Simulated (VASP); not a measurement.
Wanted: the native input for a VASP 6.6.1 run.

| Item | Value |
| --- | --- |
| Task | single point |
| Functional | PBE |
| Potentials or basis | VASP PAW PBE potentials, release 64 (Sn_d, Te) |
| Cutoff | 520 eV |
| k mesh | 5 × 5 × 5 |
| Occupations | methfessel-paxton, width 0.1 eV |
| Spin | no spin polarisation |
| Dipole correction | no |
| Further INCAR settings | ALGO = Normal; EDIFF = 1e-06; NBANDS = 32 |

The structure of Sn3Te lies in POSCAR:

```
Sn3Te
1.0
    4.8656220000      0.0000000000      0.0000000000
    0.0000000000      4.8656220000      0.0000000000
    0.0000000000      0.0000000000      4.8656220000
Sn Te
3 1
Direct
    0.4588952862      0.5000000000      0.0000000000
    0.5000000000      0.0000000000      0.5000000000
    0.0000000000      0.5000000000      0.5000000000
    0.0000000000      0.0000000000      0.0000000000
```

These files were run (other wordings do the same):

INCAR

```
PREC = Accurate ; ENCUT = 520
EDIFF = 1E-6 ; ISMEAR = 1
SIGMA = 0.1 ; LREAL = F
LASPH = T ; NELM = 80
ALGO = Normal ; ISIF = 2
LWAVE = F ; LCHARG = F
GGA = PE ; NBANDS = 32
```

KPOINTS

```
Automatic mesh
0
Gamma
  5 5 5
```

Potentials or basis: VASP PAW PBE potentials, release 64 (Sn_d, Te).

Command:

```sh
$ cat potpaw_PBE.64/Sn_d/POTCAR potpaw_PBE.64/Te/POTCAR > POTCAR
$ mpirun -np 1 vasp_std > vasp.out
```

It gave:

| Quantity | Value |
| --- | --- |
| Pressure | 0.9 GPa |
| Largest force | 0.240 eV/Å |
| Band gap on the k mesh | zero (band 24 reaches 9.44 eV, above the bottom of band 25 at 7.34 eV) |

Caveat: spin-orbit coupling is left out, which moves the levels of the heavy elements.

Run time: 49 s on 1 thread of Intel(R) Xeon(R) Platinum 8375C CPU @ 2.90GHz (Ice Lake), with other jobs on the host, peak memory 0.25 GiB.
